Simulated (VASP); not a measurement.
# BeCdS3: relaxation of cell and atoms with PBE

Crystal: BeCdS3.

```
CELL_PARAMETERS angstrom
3.26605 1.88565 4.61279
-3.26605 1.88565 4.61279
0.00000 -3.77130 4.61279
ATOMIC_POSITIONS crystal
Be 0.50000 0.50000 0.50000
Be 0.00000 0.00000 0.00000
Cd 0.75000 0.75000 0.75000
Cd 0.25000 0.25000 0.25000
S 0.85435 0.25000 0.64565
S 0.64565 0.85435 0.25000
S 0.25000 0.64565 0.85435
S 0.14565 0.75000 0.35435
S 0.35435 0.14565 0.75000
S 0.75000 0.35435 0.14565
```

```
Program                : VASP 6.6.1
Task                   : relaxation of cell and atoms
Functional             : PBE
Potentials or basis    : VASP PAW PBE potentials, release 64 (Be, Cd, S)
Cutoff                 : 600 eV
k mesh                 : 6 × 6 × 6
Occupations            : gaussian, width 0.1 eV
Spin                   : no spin polarisation
Dipole correction      : no
Further INCAR settings : ALGO = Normal; EDIFF = 1e-06; IBRION = 2; EDIFFG = -0.01; NSW = 100; ISIF = 3
```

```json
{
 "Relaxed volume": "17.06 Å³/atom",
 "Relaxed cell": "a = 5.963 Å, b = 5.963 Å, c = 5.963 Å, α = 66.40°, β = 66.40°, γ = 66.40°",
 "Space group after relaxing (to 0.1 Å)": "R-3c (No. 167)",
 "Energy gained by relaxing": "0.2 meV/atom",
 "Ionic steps": "4",
 "Pressure after relaxing": "-0.1 GPa",
 "Largest force after relaxing": "0.006 eV/Å",
 "Band gap on the k mesh": "zero (bands 32 and 33 overlap by 1.12 eV)"
}
```

Forces on the atoms (eV/Å):
```
Be   0.000  0.000  0.000
Be   0.000  0.000  0.000
Cd   0.000  0.000  0.000
Cd   0.000  0.000  0.000
S   -0.003 -0.005  0.000
S    0.006  0.000  0.000
S   -0.003  0.005  0.000
S    0.003  0.005  0.000
S   -0.006  0.000  0.000
S    0.003 -0.005  0.000
```

Step by step:
```csv
step,energy change (eV),largest force (eV/Å),pressure (GPa),volume (Å³)
1,0.0000,0.0557,0.09,170.45
2,-0.0008,0.0389,-0.04,170.68
3,-0.0012,0.0170,-0.20,170.99
4,-0.0017,0.0063,-0.07,170.65
```

Final structure:
```xyz
10
Lattice="3.2654 1.8853 4.6201 -3.2654 1.8853 4.6201 0.0000 -3.7705 4.6201" Properties=species:S:1:pos:R:3 pbc="T T T"
Be    0.0000    0.0000    6.9301
Be    0.0000   -3.7705    4.6201
Cd    0.0000    0.0000   10.3952
Cd    0.0000    0.0000    3.4651
S     1.9690   -0.3602    8.0852
S    -0.6726    1.8853    8.0852
S    -1.2964   -1.5251    8.0852
S    -1.9690    0.3602    5.7751
S     0.6726   -1.8853    5.7751
S     1.2964    1.5251    5.7751
```

Levels at points of the mesh, in eV from the Fermi level:
```tsv
k point	band 28	band 29	band 30	band 31	band 32	band 33	band 34	band 35	band 36	band 37
(0.00, 0.00, 0.00)	-0.68	-0.68	0.10	0.10	0.77	0.77	1.02	2.08	2.69	4.55
(0.50, 0.00, 0.00)	-1.40	-0.94	-0.94	-0.14	-0.14	0.58	0.58	3.06	3.06	4.68
(0.50, 0.50, 0.00)	-1.63	-1.15	-0.77	-0.60	-0.15	0.24	0.70	3.01	3.79	5.01
(0.50, 0.50, 0.50)	-1.48	-1.29	-1.29	-0.35	-0.35	-0.35	-0.35	4.24	4.24	4.56
```

It took 6.7 min on 1 thread of AMD EPYC 9R45 96-Core Processor (Zen 5), on a shared host, peak memory 0.45 GiB.
